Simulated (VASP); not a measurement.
# AlGa3N4 (P-42m) in VASP: further runs, part 2 of 2

VASP 6.6.1. The steps go on from the part before.

### Step 3. Single point, r2SCAN (strain +0.050 along x and y, +0.025 along z)

The input, POSCAR:

```
AlGa3N4
1.0
    4.6886116748      0.0000000000      0.0000000000
    0.0000000000      4.6886116748      0.0000000000
    0.0000000000      0.0000000000      4.5769780635
Al Ga N
1 3 4
Direct
    0.0000000000      0.0000000000      0.0000000000
    0.5000000000      0.5000000000      0.0000000000
    0.5000000000      0.0000000000      0.5000000000
    0.0000000000      0.5000000000      0.5000000000
    0.7553510553      0.7553510553      0.2446489447
    0.7553510553      0.2446489447      0.7553510553
    0.2446489447      0.7553510553      0.7553510553
    0.2446489447      0.2446489447      0.2446489447
```

The input, INCAR.step1:

```
ALGO     = Normal         # electronic algorithm
EDIFF    = 1E-4           # SCF threshold, eV
ENCUT    = 520            # plane-wave cutoff, eV
GGA      = PE             # functional
ISMEAR   = 0              # smearing method
LASPH    = True           # aspherical terms in the spheres
LCHARG   = False          # write CHGCAR
LREAL    = False          # projectors in reciprocal space
LWAVE    = True           # write WAVECAR
NBANDS   = 41             # bands
NELM     = 100            # most SCF steps
PREC     = Accurate       # precision mode
SIGMA    = 0.05           # smearing width, eV
```

The input, INCAR.step2:

```
ALGO     = Normal         # electronic algorithm
EDIFF    = 1E-7           # SCF threshold, eV
ENCUT    = 520            # plane-wave cutoff, eV
ISIF     = 2              # what is computed and relaxed
ISMEAR   = 0              # smearing method
ISTART   = 1            
LASPH    = True           # aspherical terms in the spheres
LCHARG   = False          # write CHGCAR
LMIXTAU  = True         
LREAL    = False          # projectors in reciprocal space
LWAVE    = False          # write WAVECAR
METAGGA  = R2SCAN         # meta-GGA
NBANDS   = 41             # bands
NELM     = 100            # most SCF steps
PREC     = Accurate       # precision mode
SIGMA    = 0.05           # smearing width, eV
```

The input, KPOINTS:

```
k-points
0
Gamma
  6 6 6
```

Potentials or basis: VASP PAW PBE potentials, release 64 (Al, Ga_d, N).

Started as:

```bash
$ cat potpaw_PBE.64/Al/POTCAR potpaw_PBE.64/Ga_d/POTCAR potpaw_PBE.64/N/POTCAR > POTCAR
$ cp INCAR.step1 INCAR
$ mpirun -np 1 vasp_std > vasp.out
$ cp INCAR.step2 INCAR
$ mpirun -np 1 vasp_std > vasp.out
```

OUTCAR:

```text
EDIFF = 1E-7
   ENCUT = 520
   ISIF = 2
   ISMEAR = 0
   ISTART = 1
   LASPH = True
   LREAL = False
   METAGGA = R2SCAN
   NELM = 100
   PREC = Accurate

 ion  position               nearest neighbor table
   1  0.000  0.000  0.000-   5 1.97   6 1.97   7 1.97   8 1.97
   2  0.500  0.500  0.000-   5 2.03   6 2.03   7 2.03   8 2.03
   3  0.500  0.000  0.500-   5 2.03   6 2.03   7 2.03   8 2.03
   4  0.000  0.500  0.500-   5 2.03   6 2.03   7 2.03   8 2.03
   5  0.755  0.755  0.245-   1 1.97   3 2.03   4 2.03   2 2.03
   6  0.755  0.245  0.755-   1 1.97   3 2.03   4 2.03   2 2.03
   7  0.245  0.755  0.755-   1 1.97   3 2.03   4 2.03   2 2.03
   8  0.245  0.245  0.245-   1 1.97   3 2.03   4 2.03   2 2.03

  LATTYP: Found a simple tetragonal cell.
 ALAT       =     4.6886116748
 C/A-ratio  =     0.9761904762

  Lattice vectors:

 A1 = (   4.6886116748,   0.0000000000,   0.0000000000)
 A2 = (   0.0000000000,   4.6886116748,   0.0000000000)
 A3 = (   0.0000000000,   0.0000000000,   4.5769780635)

Analysis of symmetry for initial positions (statically):
=====================================================================
 Subroutine PRICEL returns:
 Original cell was already a primitive cell.

 Routine SETGRP: Setting up the symmetry group for a
 simple tetragonal supercell.

 Subroutine GETGRP returns: Found  8 space group operations
 (whereof  8 operations were pure point group operations)
 out of a pool of 16 trial point group operations.

The static configuration has the point symmetry D_2d.

Analysis of symmetry for dynamics (positions and initial velocities):
=====================================================================
 Subroutine PRICEL returns:
 Original cell was already a primitive cell.

[... 141 lines left out ...]
  Fermi-wavevector in a.u.,A,eV,Ry     =   1.393102  2.632581 26.405281  1.940733
  Thomas-Fermi vector in A             =   2.516781
   LORBIT       =      0    0 simple, 1 ext, 2 COOP (PROOUT), +10 PAW based schemes
   METAGGA = R2SCAN    functional components
   LHFCALC =     F    Hartree Fock is set to
   AEXX    =    0.0000 exact exchange contribution
   IVDW    =     0    specifies the selected vdW correction
   LEPSILON=     F    determine dielectric tensor
   LRPA    =     F    only Hartree local field effects (RPA)
 non-spin polarized calculation
 Gauss-broadening in eV      SIGMA  =   0.05
  energy-cutoff  :      520.00
  volume of cell :      100.62
 maximum number of plane-waves:      2737
 NGX is ok and might be reduce to    36
   NGX = 17   NGY = 17   NGZ = 17

 number of electron      61.9999974 magnetization

 Free energy of the ion-electron system (eV)
  ---------------------------------------------------
  ext. energy  EPLUGINS =         0.00000000
  ---------------------------------------------------
  free energy    TOTEN  =       -84.13729337 eV

  energy without entropy =      -84.13729337  energy(sigma->0) =      -84.13729337

 E-fermi :   4.2999     XC(G=0): -11.7168

 val. band max:        4.0586822918   @ k =   0.0000   0.0000   0.0000
 cond. band min:       5.9342066058   @ k =   0.0000   0.0000   0.0000
 fundamental gap:      1.8755243140
 Fermi energy:         4.2998999215

 k-point     1 :       0.0000    0.0000    0.0000
  band No.  band energies     occupation
      1     -11.6049      2.00000
      2     -10.7039      2.00000
      3     -10.7039      2.00000
      4     -10.6997      2.00000
      5      -9.5645      2.00000
      6      -9.5645      2.00000
[... 1045 lines left out ...]
     40      13.6753      0.00000
     41      13.7039      0.00000

 [... further k-points ...]

------------------------ aborting loop because EDIFF is reached ----------------------------------------

  FORCE on cell =-STRESS in cart. coord.  units (eV):
  Direction    XX          YY          ZZ          XY          YZ          ZX
  --------------------------------------------------------------------------------------
  -------------------------------------------------------------------------------------
  Total      -12.2376393    -12.2376393    -10.2507506      0.0000000     -0.0000000      0.0000000
  in kB     -194.8681531   -194.8681531   -163.2295896      0.0000000     -0.0000000      0.0000000
  external PRESSURE =    -184.3219652 kB  Pullay stress =       0.0000000 kB

 VOLUME and BASIS-vectors are now :
 -----------------------------------------------------------------------------
  energy-cutoff  :      520.00
  volume of cell :      100.62
      direct lattice vectors                 reciprocal lattice vectors
     4.688611675  0.000000000  0.000000000     0.213282752  0.000000000  0.000000000
     0.000000000  4.688611675  0.000000000     0.000000000  0.213282752  0.000000000
     0.000000000  0.000000000  4.576978064     0.000000000  0.000000000  0.218484770

 POSITION                                       TOTAL-FORCE (eV/Angst)
 -----------------------------------------------------------------------------------
      0.00000      0.00000      0.00000        -0.000000      0.000000      0.000000
      2.34431      2.34431      0.00000        -0.000000      0.000000      0.000000
      2.34431      0.00000      2.28849        -0.000000      0.000000      0.000000
      0.00000      2.34431      2.28849        -0.000000      0.000000     -0.000000
      3.54155      3.54155      1.11975         0.032829      0.032829     -0.052811
      3.54155      1.14706      3.45723         0.032829     -0.032829      0.052811
      1.14706      3.54155      3.45723        -0.032829      0.032829      0.052811
      1.14706      1.14706      1.11975        -0.032829     -0.032829     -0.052811
 -----------------------------------------------------------------------------------
    total drift:                                0.000000      0.000000     -0.000000

  FREE ENERGIE OF THE ION-ELECTRON SYSTEM (eV)
  ---------------------------------------------------
  free  energy   TOTEN  =       -84.1372933724 eV

  energy  without entropy=      -84.1372933724  energy(sigma->0) =      -84.13729337
```

OSZICAR.step1:

```text
N       E                     dE             d eps       ncg     rms          rms(c)
DAV:   1     0.623249048935E+03    0.62325E+03   -0.28118E+04  3658   0.246E+03
DAV:   2     0.554070516005E+02   -0.56784E+03   -0.53175E+03  3528   0.630E+02
DAV:   3    -0.508885237258E+02   -0.10630E+03   -0.10267E+03  3814   0.189E+02
DAV:   4    -0.584988271718E+02   -0.76103E+01   -0.75377E+01  4466   0.537E+01
DAV:   5    -0.586938430824E+02   -0.19502E+00   -0.19467E+00  4105   0.858E+00    0.151E+01
DAV:   6    -0.506697943701E+02    0.80240E+01   -0.26797E+01  5925   0.526E+01    0.454E+00
DAV:   7    -0.509291721348E+02   -0.25938E+00   -0.35404E+00  3800   0.114E+01    0.383E+00
DAV:   8    -0.509267539090E+02    0.24182E-02   -0.57825E-01  5232   0.656E+00    0.119E+00
DAV:   9    -0.508859050660E+02    0.40849E-01   -0.16858E-01  5140   0.483E+00    0.589E-01
DAV:  10    -0.508867058846E+02   -0.80082E-03   -0.18015E-02  3994   0.814E-01    0.270E-01
DAV:  11    -0.508868725578E+02   -0.16667E-03   -0.38327E-03  4844   0.816E-01    0.311E-02
DAV:  12    -0.508868775235E+02   -0.49657E-05   -0.37586E-04  3581   0.341E-01
   1 F= -.50886878E+02 E0= -.50886878E+02  d E =-.501750E-13
```

It took 8.3 min on 1 thread of Intel Xeon 6975P-C, shared host; peak memory 0.3 GiB.

Results:

```yaml
Free_energy: -84.1373 eV
Pressure: -18.4 GPa
Largest_force: 0.070 eV/Å
Band_gap_on_the_k_mesh: 1.88 eV, direct
```

Forces on the atoms (eV/Å):
```
Al   0.000  0.000  0.000
Ga   0.000  0.000  0.000
Ga   0.000  0.000  0.000
Ga   0.000  0.000  0.000
N    0.033  0.033 -0.053
N    0.033 -0.033  0.053
N   -0.033  0.033  0.053
N   -0.033 -0.033 -0.053
```

Stress tensor (GPa, compression positive):
```
-19.49   0.00   0.00
  0.00 -19.49   0.00
  0.00   0.00 -16.32
```

Levels at points of the mesh, in eV from the valence-band top:
```tsv
k point	band 28	band 29	band 30	band 31	band 32	band 33	band 34	band 35
(0.00, 0.00, 0.00)	-2.18	-0.10	-0.10	0.00	1.88	3.68	3.80	3.80
(0.50, 0.00, 0.00)	-1.38	-1.32	-1.12	-1.07	4.79	4.85	6.35	6.37
(0.50, 0.50, 0.00)	-1.03	-1.03	-1.02	-0.70	6.14	6.30	6.30	7.40
(0.00, 0.00, 0.50)	-1.47	-1.47	-1.21	-1.21	4.85	4.93	6.54	6.54
(0.50, 0.00, 0.50)	-0.91	-0.88	-0.87	-0.57	6.23	6.34	6.38	7.48
(0.50, 0.50, 0.50)	-0.76	-0.63	-0.62	-0.62	4.54	4.56	4.56	5.97
```

Caveat: the cell differs from its parent crystal (strain +0.050 along x and y, +0.025 along z); the PAW data sets were made with another functional, which shifts forces and pressure a little.

### Step 4. Single point, r2SCAN (strain +0.000 along x and y, +0.050 along z)

Changes to POSCAR since step 3:

```diff
@@ -2,5 +2,5 @@
 1.0
-    4.6886116748      0.0000000000      0.0000000000
-    0.0000000000      4.6886116748      0.0000000000
-    0.0000000000      0.0000000000      4.5769780635
+    4.4653444522      0.0000000000      0.0000000000
+    0.0000000000      4.4653444522      0.0000000000
+    0.0000000000      0.0000000000      4.6886116748
 Al Ga N
```

The input, INCAR.step1:

```
SYSTEM = AlGa3N4
ALGO = Normal ; EDIFF = 1E-4
ENCUT = 520 ; GGA = PE
ISMEAR = 0 ; LASPH = .True.
LCHARG = .False. ; LREAL = .False.
LWAVE = .True. ; NBANDS = 41
NELM = 60 ; PREC = Accurate
SIGMA = 0.05
```

The input, INCAR.step2:

```
SYSTEM = AlGa3N4
ALGO = Normal ; EDIFF = 1E-7
ENCUT = 520 ; ISIF = 2
ISMEAR = 0 ; ISTART = 1
LASPH = .True. ; LCHARG = .False.
LMIXTAU = .True. ; LREAL = .False.
LWAVE = .False. ; METAGGA = R2SCAN
NBANDS = 41 ; NELM = 60
PREC = Accurate ; SIGMA = 0.05
```

The input, KPOINTS:

```
k-points
0
Gamma
  6 6 6
  0 0 0
```

Started as:

```bash
$ cat potpaw_PBE.64/Al/POTCAR potpaw_PBE.64/Ga_d/POTCAR potpaw_PBE.64/N/POTCAR > POTCAR
$ cp INCAR.step1 INCAR
$ mpirun -np 1 vasp_std > vasp.out
$ cp INCAR.step2 INCAR
$ mpirun -np 1 vasp_std > vasp.out
```

Wall time 14 min (1 thread of Intel Xeon 8259CL, shared host); peak memory 0.3 GiB.

It converged, with:

```
Free energy            : -84.6914 eV
Pressure               : -8.4 GPa
Largest force          : 0.080 eV/Å
Band gap on the k mesh : 2.38 eV, direct
```

Forces in eV/Å, atoms in the order of the input:
```
Al   0.000  0.000  0.000
Ga   0.000  0.000  0.000
Ga   0.000  0.000  0.000
Ga   0.000  0.000  0.000
N    0.056  0.056 -0.008
N    0.056 -0.056  0.008
N   -0.056  0.056  0.008
N   -0.056 -0.056 -0.008
```

Stress tensor (GPa, compression positive):
```
 -5.91   0.00   0.00
  0.00  -5.91   0.00
  0.00   0.00 -13.29
```

Levels at points of the mesh, in eV from the valence-band top:
```tsv
k point	band 27	band 28	band 29	band 30	band 31	band 32	band 33	band 34	band 35	band 36
(0.00, 0.00, 0.00)	-2.21	-2.21	-0.23	0.00	0.00	2.38	3.72	3.72	4.01	6.49
(0.50, 0.00, 0.00)	-2.85	-1.66	-1.54	-1.36	-1.25	5.17	5.28	6.70	6.74	7.86
(0.50, 0.50, 0.00)	-3.17	-0.81	-0.81	-0.79	-0.46	6.92	7.06	7.06	7.84	7.92
(0.00, 0.00, 0.50)	-3.13	-1.35	-1.35	-1.06	-1.06	5.09	5.14	6.35	6.35	8.10
(0.50, 0.00, 0.50)	-2.90	-1.16	-1.13	-1.08	-0.77	6.71	6.85	6.93	7.64	7.67
(0.50, 0.50, 0.50)	-0.98	-0.71	-0.71	-0.60	-0.54	5.04	5.04	5.08	6.41	9.39
```

Caveat: the cell differs from its parent crystal (strain +0.000 along x and y, +0.050 along z); the PAW data sets were made with another functional, which shifts forces and pressure a little.

### Step 5. Overview

```tsv
cell	gap on the mesh (eV)	pressure (GPa)	largest force (eV/Å)
a = 4.577, b = 4.577, c = 4.689 Å, 8 atoms	2.07	-15.5	0.07
a = 4.689, b = 4.689, c = 4.577 Å, 8 atoms	1.88	-18.4	0.07
a = 4.465, b = 4.465, c = 4.689 Å, 8 atoms	2.38	-8.4	0.08
```

Alike in all rows: task single point; level r2SCAN; potentials or basis VASP PAW PBE potentials, release 64 (Al, Ga_d, N); no spin polarisation; k mesh 6 × 6 × 6; cutoff (eV) 520; smearing gaussian 0.05 eV.

Caveats: the PAW data sets were made with another functional, which shifts forces and pressure a little.

Absolute energies hang on the potentials; compare differences alone.
